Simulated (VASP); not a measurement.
Wanted: the native input for a VASP 6.6.1 run.

| Property | Result |
| --- | --- |
| Task | single point |
| Functional | r2SCAN |
| Potentials or basis | VASP PAW PBE potentials, release 64 (Ga_d, N) |
| Cutoff | 520 eV |
| k mesh | 10 × 10 × 10 |
| Occupations | gaussian, width 0.05 eV |
| Spin | no spin polarisation |
| Dipole correction | no |
| Further INCAR settings | ALGO = Normal; EDIFF = 1e-06; NBANDS = 16 |

The system is GaN.

```
Ga N
1.0
     0.00000    2.24894    2.36701
     2.24894    0.00000    2.36701
     2.24894    2.24894    0.00000
Ga N
1 1
Direct
  0.00000 0.00000 0.00000
  0.75000 0.75000 0.75000
```

This cell differs from its parent crystal: strain +0.0525 x Voigt [0, 0, 1, 0, 0, 0].

One way to write it, as run:

POSCAR

```
GaN
1.0
    0.0000000000      2.2489367673      2.3670059476
    2.2489367673      0.0000000000      2.3670059476
    2.2489367673      2.2489367673      0.0000000000
Ga N
1 1
Direct
    0.0000000000      0.0000000000      0.0000000000
    0.7500000000      0.7500000000      0.7500000000
```

INCAR.step1

```
SYSTEM = GaN
PREC = Accurate
ENCUT = 520
ISMEAR = 0
SIGMA = 0.05
LREAL = .FALSE.
LASPH = .TRUE.
NELM = 60
NBANDS = 16
GGA = PE
ALGO = Normal
EDIFF = 1E-4
LWAVE = .TRUE.
LCHARG = .FALSE.
```

INCAR.step2

```
SYSTEM = GaN
PREC = Accurate
ENCUT = 520
EDIFF = 1E-6
ISMEAR = 0
SIGMA = 0.05
LREAL = .FALSE.
LASPH = .TRUE.
NELM = 60
ALGO = Normal
ISIF = 2
LWAVE = .FALSE.
LCHARG = .FALSE.
METAGGA = R2SCAN
LMIXTAU = .TRUE.
NBANDS = 16
ISTART = 1
```

KPOINTS

```
Automatic mesh
0
G
  10 10 10
  0 0 0
```

Potentials or basis: VASP PAW PBE potentials, release 64 (Ga_d, N).

Run with:

```sh
$ cat potpaw_PBE.64/Ga_d/POTCAR potpaw_PBE.64/N/POTCAR > POTCAR
$ cp INCAR.step1 INCAR
$ mpirun -np 1 vasp_std > vasp.out
$ cp INCAR.step2 INCAR
$ mpirun -np 1 vasp_std > vasp.out
```

It gave:

```yaml
Pressure: -8.3 GPa
Band_gap_on_the_k_mesh: 1.72 eV, direct
```

Caveat: the cell differs from its parent crystal (strain +0.0525 x Voigt [0, 0, 1, 0, 0, 0]); the PAW data sets were made with another functional, which shifts forces and pressure a little.

Wall time 38 s on 1 thread of Intel(R) Xeon(R) 6975P-C (Granite Rapids), with other jobs on the host, peak memory 0.17 GiB.
